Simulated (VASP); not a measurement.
Input of a VASP 6.6.1 run:

Contents of INCAR:

```
SYSTEM = TiSi16
  PREC = Accurate
  ENCUT = 520
  EDIFF = 1E-6
  ISMEAR = 0
  SIGMA = 0.02
  LREAL = Auto
  LASPH = .True.
  NELM = 60
  ALGO = Normal
  ISIF = 2
  LWAVE = .False.
  LCHARG = .False.
  GGA = PS
  NBANDS = 52
```

KPOINTS

```
Automatic mesh
0
Gamma
  2 2 2
  0 0 0
```

Contents of POSCAR:

```
TiSi16
1.0
    0.0000000000      5.4300000000      5.4300000000
    5.4300000000      0.0000000000      5.4300000000
    5.4300000000      5.4300000000      0.0000000000
Si Ti
16 1
Direct
    0.0142457643      0.0141693370      0.0155404236
    0.1391268877      0.1395110497      0.1383029466
    0.0003279006      0.0006553407      0.5089413444
    0.1157643646      0.1156177716      0.6513750460
   -0.0002577348      0.5100089319     -0.0009923573
    0.1152428177      0.6502509208      0.1160325046
   -0.0328992634      0.5128342541      0.5131931860
    0.1129009208      0.6270095764      0.6252760589
    0.5096209024      0.0001058011     -0.0009918048
    0.6503435543      0.1151754144      0.1159614180
    0.5130052486     -0.0330258748      0.5131488950
    0.6266537753      0.1132578269      0.6252499079
    0.5121608656      0.5121074586     -0.0328078269
    0.6261310313      0.6264921731      0.1112302947
    0.4851339779      0.4855378453      0.4836744936
    0.6091340700      0.6090123389      0.6088298343
    0.3357834254      0.3356406998      0.3362071823
```

Potentials or basis: VASP PAW PBE potentials, release 64 (Si, Ti_sv).

Run with:

```sh
$ cat potpaw_PBE.64/Si/POTCAR potpaw_PBE.64/Ti_sv/POTCAR > POTCAR
$ mpirun -np 1 vasp_std > vasp.out
```

Problem. Predict the band gap on the k mesh.

Solution. Zero (band 38 reaches 6.92 eV, above the bottom of band 39 at 6.55 eV).

Problem. Predict the pressure.

Solution. 3.0 GPa.

Problem. Predict the largest force.

Solution. 1.981 eV/Å.

Stress tensor (GPa, compression positive):
```
 2.99 -0.72 -0.71
-0.72  2.99 -0.70
-0.71 -0.70  2.99
```

Caveat: the k points lie up to 0.50 Å⁻¹ apart; the PAW data sets were made with another functional, which shifts forces and pressure a little.
